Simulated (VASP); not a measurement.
# Os (R-3m) in VASP: a series of runs

Os is run at these levels: PBE; tasks: single point.

Everything below comes from runs of VASP 6.6.1. Logs are shortened: lines on timing, memory, paths and dates and some standing lists are left out, and cuts for length are marked.

## Step 1: The cell of the first run

It takes space group R-3m (No. 166, trigonal). The conventional cell has a = 2.737 Å, b = 2.737 Å, c = 6.805 Å, α = 90.00°, β = 90.00°, γ = 120.00°. Os (site symmetry -3m) has 12 Os at 2.74 to 2.76 Å within 3.6 Å.

## Step 2: Single point, PBE (equal xy, yz and zx shear strains of +1 %)

The input, INCAR:

```
ALGO = Normal ; EDIFF = 1E-7
ENCUT = 520 ; GGA = PE
ISIF = 2 ; ISMEAR = -1
LASPH = T ; LCHARG = T
LELF = T ; LREAL = F
LVHAR = T ; LWAVE = F
NBANDS = 10 ; NELM = 80
PREC = Accurate ; SIGMA = 0.05
```

The input, KPOINTS:

```
k-points
0
Gamma
  14 14 14
```

The input, POSCAR:

```
Os
1.0
    0.0194500000      1.9547250000      1.9547250000
    1.9547250000      0.0194500000      1.9547250000
    1.9547250000      1.9547250000      0.0194500000
Os
1
Direct
    0.0000000000      0.0000000000      0.0000000000
```

Potentials or basis: VASP PAW PBE potentials, release 64 (Os).

Run with:

```
$ cat potpaw_PBE.64/Os/POTCAR > POTCAR
$ mpirun -np 1 vasp_std > vasp.out
```

OUTCAR:

```text
EDIFF = 1E-7
   ENCUT = 520
   GGA = PE
   ISIF = 2
   ISMEAR = -1
   LASPH = T
   LREAL = F
   NELM = 80
   PREC = Accurate

 ion  position               nearest neighbor table
   1  0.000  0.000  0.000-

  LATTYP: Found a trigonal (rhomboedric) cell.
 ALAT       =     2.7644670289
 COS(alpha) =     0.5099250056

  Lattice vectors:

 A1 = (   0.0194500000,   1.9547250000,   1.9547250000)
 A2 = (   1.9547250000,   0.0194500000,   1.9547250000)
 A3 = (   1.9547250000,   1.9547250000,   0.0194500000)

Analysis of symmetry for initial positions (statically):
=====================================================================
 Subroutine PRICEL returns:
 Original cell was already a primitive cell.

 Routine SETGRP: Setting up the symmetry group for a
 trigonal (rhombohedral) supercell.

 Subroutine GETGRP returns: Found 12 space group operations
 (whereof 12 operations were pure point group operations)
 out of a pool of 12 trial point group operations.

The static configuration has the point symmetry D_3d.

Analysis of symmetry for dynamics (positions and initial velocities):
=====================================================================
 Subroutine PRICEL returns:
 Original cell was already a primitive cell.

 Routine SETGRP: Setting up the symmetry group for a
 trigonal (rhombohedral) supercell.

 Subroutine GETGRP returns: Found 12 space group operations
 (whereof 12 operations were pure point group operations)
 out of a pool of 12 trial point group operations.

The dynamic configuration has the point symmetry D_3d.

 Subroutine INISYM returns: Found 12 space group operations
 (whereof 12 operations are pure point group operations),
 and found     1 'primitive' translations

----------------------------------------------------------------------------------------

                                     Primitive cell

  volume of cell :      14.7149

  direct lattice vectors                    reciprocal lattice vectors
     0.019450000  1.954725000  1.954725000    -0.259640231  0.257082199  0.257082199
     1.954725000  0.019450000  1.954725000     0.257082199 -0.259640231  0.257082199
     1.954725000  1.954725000  0.019450000     0.257082199  0.257082199 -0.259640231

  length of vectors
     2.764467029  2.764467029  2.764467029     0.446761193  0.446761193  0.446761193

  position of ions in fractional coordinates (direct lattice)
     0.000000000  0.000000000  0.000000000

  ion indices of the primitive-cell ions
   primitive index   ion index
                 1           1

----------------------------------------------------------------------------------------

 KPOINTS: k-points

Automatic generation of k-mesh.
 Grid dimensions read from file:
 generate k-points for:   14   14   14

 Generating k-lattice:

  Cartesian coordinates                     Fractional coordinates (reciprocal lattice)
    -0.018545731  0.018363014  0.018363014     0.071428571  0.000000000 -0.000000000
     0.018363014 -0.018545731  0.018363014     0.000000000  0.071428571 -0.000000000
     0.018363014  0.018363014 -0.018545731     0.000000000  0.000000000  0.071428571

  Length of vectors
     0.031911514  0.031911514  0.031911514

  Shift w.r.t. Gamma in fractional coordinates (k-lattice)
     0.000000000  0.000000000  0.000000000

 Subroutine IBZKPT returns following result:
 ===========================================

 Found    288 irreducible k-points:

 Following reciprocal coordinates:
            Coordinates               Weight
  0.000000  0.000000  0.000000      1.000000
  0.071429  0.000000  0.000000      6.000000
  0.142857  0.000000  0.000000      6.000000
  0.214286 -0.000000  0.000000      6.000000
  0.285714 -0.000000  0.000000      6.000000
  0.357143  0.000000  0.000000      6.000000
[... 16 lines left out ...]
  0.214286  0.142857 -0.000000     12.000000
  0.285714  0.142857 -0.000000     12.000000
 [... further k-points ...]
   k-points           NKPTS =    288   k-points in BZ     NKDIM =    288   number of bands    NBANDS=     10
   number of dos      NEDOS =    301   number of ions     NIONS =      1
   total plane-waves  NPLWV =  13824
   dimension x,y,z NGX =    24 NGY =   24 NGZ =   24
   dimension x,y,z NGXF=    48 NGYF=   48 NGZF=   48
   ions per type =               1
   NGX,Y,Z   is equivalent  to a cutoff of  14.43, 14.43, 14.43 a.u.
   NGXF,Y,Z  is equivalent  to a cutoff of  28.87, 28.87, 28.87 a.u.
 SYSTEM =  unknown system
   PREC   = accura    normal or accurate (medium, high low for compatibility)
   ISTART =      0    job   : 0-new  1-cont  2-samecut
   ICHARG =      2    charge: 1-file 2-atom 10-const
   ISPIN  =      1    spin polarized calculation?
   LNONCOLLINEAR =      F non collinear calculations
   LSORBIT =      F    spin-orbit coupling
   LASPH  =      T    aspherical Exc in radial PAW
   ENCUT  =  520.0 eV  38.22 Ry    6.18 a.u.   5.14  5.14  5.14*2*pi/ulx,y,z
   NELM   =     80;   NELMIN=  2; NELMDL= -5     # of ELM steps
   EDIFF  = 0.1E-06   stopping-criterion for ELM
   LREAL  =      F    real-space projection
   EDIFFG = 0.1E-05   stopping-criterion for IOM
   NSW    =      0    number of steps for IOM
   IBRION =     -1    ionic relax: 0-MD 1-quasi-New 2-CG
   NFREE  =      0    steps in history (QN), initial steepest desc. (CG)
   ISIF   =      2    stress and relaxation
   ISYM   =      2    0-nonsym 1-usesym 2-fastsym
   POTIM  = 0.5000    time-step for ionic-motion
   TEBEG  =    0.0;   TEEND  =   0.0 temperature during run
   PSTRESS=    0.0 pullay stress
   NELECT =       8.0000    total number of electrons
   NUPDOWN=      -1.0000    fix difference up-down
   EMIN   =  10.00;   EMAX   =-10.00  energy-range for DOS
   EFERMI =   0.00;   METHOD = LEGACY
   ISMEAR =    -1;   SIGMA  =   0.05  broadening in eV -4-tet -1-fermi 0-gaus
   EFERMI_NEDOS =   21; number of points for ismear=-14 and -15
   IALGO  =     38    algorithm
   IMIX   =      4    mixing-type and parameters
     AMIX     =   0.40;   BMIX     =  1.00
     AMIX_MAG =   1.60;   BMIX_MAG =  1.00
  volume/ion in A,a.u.               =      14.71        99.30
  Fermi-wavevector in a.u.,A,eV,Ry     =   1.336142  2.524943 24.290158  1.785276
  Thomas-Fermi vector in A             =   2.464792
   LORBIT       =      0    0 simple, 1 ext, 2 COOP (PROOUT), +10 PAW based schemes
   GGA     = PE    functional components
   LHFCALC =     F    Hartree Fock is set to
   AEXX    =    0.0000 exact exchange contribution
   IVDW    =     0    specifies the selected vdW correction
   LEPSILON=     F    determine dielectric tensor
   LRPA    =     F    only Hartree local field effects (RPA)
 non-spin polarized calculation
  energy-cutoff  :      520.00
  volume of cell :       14.71
 maximum number of plane-waves:       404
 NGX is ok and might be reduce to    24
   NGX = 11   NGY = 11   NGZ = 11

 number of electron       8.0000000 magnetization

 Free energy of the ion-electron system (eV)
  ---------------------------------------------------
  ext. energy  EPLUGINS =         0.00000000
  ---------------------------------------------------
  free energy    TOTEN  =       -11.09302677 eV

  energy without entropy =      -11.08277292  energy(sigma->0) =      -11.08789984

 E-fermi :   8.5623     XC(G=0): -13.7657

 val. band max:        8.5601738756   @ k =   0.0714   0.0000   0.0000
 cond. band min:       8.5633534640   @ k =   0.0714   0.0000   0.0000
 fundamental gap:      0.0031795884
 Fermi energy:         8.5623071123

 k-point     1 :       0.0000    0.0000    0.0000
  band No.  band energies     occupation
      1      -1.7708      2.00000
      2       5.6488      2.00000
      3       5.8929      2.00000
      4       5.8929      2.00000
      5       8.6362      0.37129
      6       8.6362      0.37129
      7      22.8803      0.00000
      8      28.1018      0.00000
      9      28.5583      0.00000
     10      28.5583      0.00000

 k-point     2 :       0.0714    0.0000    0.0000
  band No.  band energies     occupation
      1      -1.5433      2.00000
      2       5.6827      2.00000
      3       5.8222      2.00000
      4       6.0026      2.00000
      5       8.5602      1.02133
      6       8.5634      0.98954
      7      23.2983      0.00000
      8      27.3508      0.00000
      9      28.5668      0.00000
     10      28.9483      0.00000

 k-point     3 :       0.1429    0.0000    0.0000
  band No.  band energies     occupation
      1      -0.9013      2.00000
      2       5.4117      2.00000
      3       6.0092      2.00000
      4       6.2610      2.00000
      5       8.4314      1.86402
      6       8.4429      1.83187
      7      24.3170      0.00000
      8      25.5455      0.00000
      9      29.7091      0.00000
     10      30.0626      0.00000

 k-point     4 :       0.2143   -0.0000    0.0000
  band No.  band energies     occupation
      1       0.0060      2.00000
      2       5.1729      2.00000
      3       6.1511      2.00000
      4       6.4252      2.00000
      5       8.5314      1.29953
      6       8.5707      0.91656
      7      23.4648      0.00000
      8      25.7387      0.00000
      9      31.4269      0.00000
     10      31.7320      0.00000

 k-point     5 :       0.2857   -0.0000    0.0000
  band No.  band energies     occupation
      1       0.8497      2.00000
      2       5.3924      2.00000
      3       6.0361      2.00000
      4       6.3055      2.00000
      5       9.0625      0.00009
      6       9.1569      0.00001
      7      21.7361      0.00000
      8      25.4198      0.00000
      9      32.5479      0.00000
     10      32.9784      0.00000

 k-point     6 :       0.3571    0.0000    0.0000
  band No.  band energies     occupation
      1       1.2755      2.00000
      2       5.7932      2.00000
      3       6.0605      2.00000
      4       6.3713      2.00000
      5       9.8349      0.00000
      6       9.9791      0.00000
      7      19.8690      0.00000
      8      23.8406      0.00000
      9      30.5070      0.00000
     10      30.9072      0.00000
[... 183 lines left out ...]
 k-point    21 :      -0.0714    0.0714    0.0000
  band No.  band energies     occupation
      1      -1.1732      2.00000
      2       5.5115      2.00000
      3       5.9188      2.00000
      4       6.2012      2.00000
      5       8.2561      1.99563
      6       8.6626      0.23723
      7      23.9595      0.00000
      8      26.4640      0.00000
      9      28.6542      0.00000
     10      29.7009      0.00000

 k-point    22 :       0.1429    0.1429   -0.0000
  band No.  band energies     occupation
      1      -0.6136      2.00000
      2       4.9244      2.00000
      3       6.4376      2.00000
      4       6.5849      2.00000
      5       7.6002      2.00000
      6       8.9979      0.00033
      7      24.9738      0.00000
      8      26.7413      0.00000
      9      28.5877      0.00000
     10      28.9111      0.00000

 k-point    23 :       0.2143    0.1429   -0.0000
  band No.  band energies     occupation
      1       0.0911      2.00000
      2       4.5647      2.00000
      3       6.6353      2.00000
      4       6.8045      2.00000
      5       7.5270      2.00000
      6       9.1979      0.00001
      7      25.6184      0.00000
      8      26.1752      0.00000
      9      28.7299      0.00000
     10      29.5606      0.00000

 k-point    24 :       0.2857    0.1429   -0.0000
  band No.  band energies     occupation
      1       0.9875      2.00000
      2       4.3609      2.00000
      3       6.1679      2.00000
      4       6.9064      2.00000
      5       8.3484      1.97265
      6       9.6103      0.00000
      7      23.8759      0.00000
      8      26.8304      0.00000
      9      28.7803      0.00000
     10      29.8248      0.00000

 [... further k-points ...]

------------------------ aborting loop because EDIFF is reached ----------------------------------------

  FORCE on cell =-STRESS in cart. coord.  units (eV):
  Direction    XX          YY          ZZ          XY          YZ          ZX
  --------------------------------------------------------------------------------------
  -------------------------------------------------------------------------------------
  Total       -0.8792567     -0.8792567     -0.8792567     -0.2343553     -0.2343553     -0.2343553
  in kB      -95.7348217    -95.7348217    -95.7348217    -25.5169613    -25.5169613    -25.5169613
  external PRESSURE =     -95.7348217 kB  Pullay stress =       0.0000000 kB

 VOLUME and BASIS-vectors are now :
 -----------------------------------------------------------------------------
  energy-cutoff  :      520.00
  volume of cell :       14.71
      direct lattice vectors                 reciprocal lattice vectors
     0.019450000  1.954725000  1.954725000    -0.259640231  0.257082199  0.257082199
     1.954725000  0.019450000  1.954725000     0.257082199 -0.259640231  0.257082199
     1.954725000  1.954725000  0.019450000     0.257082199  0.257082199 -0.259640231

 POSITION                                       TOTAL-FORCE (eV/Angst)
 -----------------------------------------------------------------------------------
      0.00000      0.00000      0.00000        -0.000000      0.000000     -0.000000
 -----------------------------------------------------------------------------------
    total drift:                               -0.000000      0.000000     -0.000000

  FREE ENERGIE OF THE ION-ELECTRON SYSTEM (eV)
  ---------------------------------------------------
  free  energy   TOTEN  =       -11.0930267670 eV

  energy  without entropy=      -11.0827729215  energy(sigma->0) =      -11.08789984
```

Wall time 23 s (1 thread of Intel Xeon 6975P-C, shared host); peak memory 0.18 GiB.

Results:

* Free energy: -11.0930 eV
* Pressure: -9.6 GPa
* Band gap on the k mesh: zero (band 4 reaches 10.86 eV, above the bottom of band 5 at 7.42 eV)

Caveat: the cell differs from its parent crystal (equal xy, yz and zx shear strains of +1 %); spin-orbit coupling is left out, which moves the levels of the heavy elements.

## Step 3: Single point, PBE (equal xy, yz and zx shear strains of +3 %)

The input, INCAR:

```
PREC     = Accurate       # precision mode
ENCUT    = 520            # plane-wave cutoff, eV
EDIFF    = 1E-6           # SCF threshold, eV
ISMEAR   = -1             # smearing method
SIGMA    = 0.05           # smearing width, eV
LREAL    = F              # projectors in reciprocal space
LASPH    = T              # aspherical terms in the spheres
NELM     = 60             # most SCF steps
ALGO     = Normal         # electronic algorithm
ISIF     = 2              # what is computed and relaxed
LWAVE    = F              # write WAVECAR
LCHARG   = F              # write CHGCAR
GGA      = PE             # functional
NBANDS   = 10             # bands
```

The input, KPOINTS:

```
regular mesh
0
Gamma
  14 14 14
```

The input, POSCAR:

```
Os
1.0
    0.0583500000      1.9741750000      1.9741750000
    1.9741750000      0.0583500000      1.9741750000
    1.9741750000      1.9741750000      0.0583500000
Os
1
Direct
    0.0000000000      0.0000000000      0.0000000000
```

Potentials or basis: VASP PAW PBE potentials, release 64 (Os).

Run with:

```
$ cat potpaw_PBE.64/Os/POTCAR > POTCAR
$ mpirun -np 1 vasp_std > vasp.out
```

Run time: 18 s. Hardware: 1 thread of Intel Xeon 6975P-C, shared host; peak memory 0.18 GiB.

It converged, with:

```
Free energy            : -11.0651 eV
Pressure               : -8.5 GPa
Band gap on the k mesh : zero (band 4 reaches 10.88 eV, above the bottom of band 5 at 7.30 eV)
```

Stress tensor (GPa, compression positive):
```
-8.51 -7.89 -7.89
-7.89 -8.51 -7.89
-7.89 -7.89 -8.51
```

Levels at points of the mesh, in eV from the Fermi level:
```
           k point  band 1  band 2  band 3  band 4  band 5  band 6  band 7  band 8
(0.00, 0.00, 0.00)  -10.35   -3.25   -2.55   -2.55    0.10    0.10   14.27   18.98
(0.50, 0.00, 0.00)   -7.20   -3.34   -2.54   -0.01    2.02    2.62    8.68   13.72
(0.50, 0.50, 0.00)   -7.08   -6.39    2.17    2.29    2.89    3.02   11.46   11.56
(0.50, 0.50, 0.50)   -7.35   -2.79   -2.79   -0.61    2.16    2.16    7.75   14.21
```

Caveat: the cell differs from its parent crystal (equal xy, yz and zx shear strains of +3 %); spin-orbit coupling is left out, which moves the levels of the heavy elements.
